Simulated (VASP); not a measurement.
Set up this calculation in VASP 6.6.1, as the native input.

```
Task                   : single point
Functional             : LDA
Potentials or basis    : VASP PAW LDA potentials, release 64 (Rh_pv)
Cutoff                 : 520 eV
k mesh                 : 15 × 15 × 4
Occupations            : fermi-dirac, width 0.1 eV
Spin                   : no spin polarisation
Dipole correction      : no
Further INCAR settings : ALGO = Normal; EDIFF = 1e-06; NBANDS = 38
```

The structure of Rh lies in POSCAR:

```
Rh
1.0
    2.6219542950      0.0000000000      0.0000000000
   -1.3109771475      2.2706790270      0.0000000000
    0.0000000000      0.0000000000      8.5538536911
Rh
4
Direct
    0.0000000000      0.0000000000      1.0000000000
    0.0000000000      0.0000000000      0.5000000000
    0.3333333333      0.6666666667      0.2500000000
    0.6666666667      0.3333333333      0.7500000000
```

This cell differs from its parent crystal: volume scaled by 0.96.

These files were run (other wordings do the same):

INCAR

```
SYSTEM = Rh
PREC = Accurate ; ENCUT = 520
EDIFF = 1E-6 ; ISMEAR = -1
SIGMA = 0.1 ; LREAL = .FALSE.
LASPH = .TRUE. ; NELM = 80
ALGO = Normal ; ISIF = 2
LWAVE = .FALSE. ; LCHARG = .TRUE.
GGA = CA ; LELF = .TRUE.
LVHAR = .TRUE. ; NBANDS = 38
```

KPOINTS

```
Automatic mesh
0
G
  15 15 4
  0 0 0
```

Potentials or basis: VASP PAW LDA potentials, release 64 (Rh_pv).

Command:

```console
$ cat potpaw_LDA.64/Rh_pv/POTCAR > POTCAR
$ mpirun -np 1 vasp_std > vasp.out
```

It gave:

The pressure is 15.2 GPa and the band gap on the k mesh is zero (band 30 reaches 13.95 eV, above the bottom of band 31 at 11.89 eV).

It took 53 s on 1 thread of AMD EPYC 9R45 96-Core Processor (Zen 5), with other jobs on the host, peak memory 0.19 GiB.
